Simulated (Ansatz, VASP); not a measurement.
## Sc: VASP beside Ansatz

```xyz
2
Lattice="3.3090 0.0000 0.0000 -1.6545 2.8657 0.0000 0.0000 0.0000 5.2733" Properties=species:S:1:pos:R:3 pbc="T T T"
Sc    0.0000    1.9105    1.3183
Sc    1.6545    0.9552    3.9550
```

Alike in both runs: task relaxation of cell and atoms; functional PBEsol; k mesh 14 × 14 × 8; occupations fermi-dirac, width 0.1 eV; no spin polarisation.

|  | VASP | Ansatz |
| --- | --- | --- |
| version | VASP 6.6.1 | Ansatz 0.2.0 |
| potentials or method | VASP PAW PBE potentials, release 64 (Sc_sv) | PAW with Ansatz's default frozen-core files, scalar-relativistic |
| plane-wave cutoff (eV) | 600 | 420 |
| valence electrons in the cell | 22 | 22 |

|  | VASP | Ansatz | Ansatz less VASP |
| --- | --- | --- | --- |
| relaxed volume (Å³/atom) | 23.74 | 23.72 | -0.024 |
| relaxed cell length with the largest relative difference (Å) | 3.277 | 3.275 | -0.0012 |

VASP's potentials were made for PBE, not for PBEsol.
